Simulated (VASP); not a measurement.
Here is a VASP 6.6.1 calculation.

Contents of INCAR:

```
PREC     = Accurate       # precision mode
ENCUT    = 520            # plane-wave cutoff, eV
EDIFF    = 1E-7           # SCF threshold, eV
ISMEAR   = 0              # smearing method
SIGMA    = 0.1            # smearing width, eV
LREAL    = False          # projectors in reciprocal space
LASPH    = True           # aspherical terms in the spheres
NELM     = 80             # most SCF steps
ALGO     = Normal         # electronic algorithm
ISIF     = 2              # what is computed and relaxed
LWAVE    = False          # write WAVECAR
LCHARG   = True           # write CHGCAR
GGA      = PE             # functional
LELF     = True           # ELF
LVHAR    = True         
NBANDS   = 33             # bands
```

KPOINTS

```
Automatic mesh
0
Gamma
  4 4 4
```

Contents of POSCAR:

```
HfWS4
1.0
    5.3447431843      0.0000000000      0.0000000000
    0.0000000000      5.3447431843      0.0000000000
    0.0000000000      0.0000000000      5.3447431843
Hf W S
1 1 4
Direct
    0.0000000000      0.0000000000      0.0000000000
    0.5000000000      0.5000000000      0.5000000000
    0.7413814075      0.7413814075      0.7413814075
    0.2586185925      0.2586185925      0.7413814075
    0.2586185925      0.7413814075      0.2586185925
    0.7413814075      0.2586185925      0.2586185925
```

Potentials or basis: VASP PAW PBE potentials, release 64 (Hf_pv, W_sv, S).

Run with:

```sh
$ cat potpaw_PBE.64/Hf_pv/POTCAR potpaw_PBE.64/W_sv/POTCAR potpaw_PBE.64/S/POTCAR > POTCAR
$ mpirun -np 1 vasp_std > vasp.out
```

(1) What does it give for the band gap on the k mesh?

(2) What does it give for the largest force?

(3) Estimate the pressure.

## Answers

(1) zero (bands 24 and 25 overlap by 0.87 eV).

(2) 0.070 eV/Å.

(3) -0.3 GPa.

Caveat: spin-orbit coupling is left out, which moves the levels of the heavy elements.
